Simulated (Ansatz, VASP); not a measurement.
**One calculation of TaN, two programs**

```
Ta N
1.0
     2.89829    0.00000    0.00000
    -1.44915    2.50999    0.00000
     0.00000    0.00000    2.84404
Ta N
1 1
Cartesian
  0.0000 1.6733 1.4220
  0.0000 0.0000 0.0000
```

Change from the starting cell: volume scaled by 0.96, PAW files.

Alike in both runs: task electric field gradients; functional PBE; k mesh 12 × 12 × 10; occupations fermi-dirac, width 0.02 eV; no spin polarisation.

|  | VASP | Ansatz |
| --- | --- | --- |
| version | VASP 6.6.1 | Ansatz 0.2.0 |
| potentials or method | VASP PAW PBE potentials, release 64 (Ta_sv_GW, N) | PAW with Ansatz's default frozen-core files, scalar-relativistic |
| plane-wave cutoff (eV) | 520 | 420 |
| valence electrons in the cell | 18 | 18 |

```csv
,VASP,Ansatz,Ansatz less VASP
size of Vzz on the site where it differs most (V/Å²),29.5,47.2,+17.70
```

The functional is the same, so the differences come from potentials, cutoffs and numerics.

Neither program's run includes spin-orbit coupling.
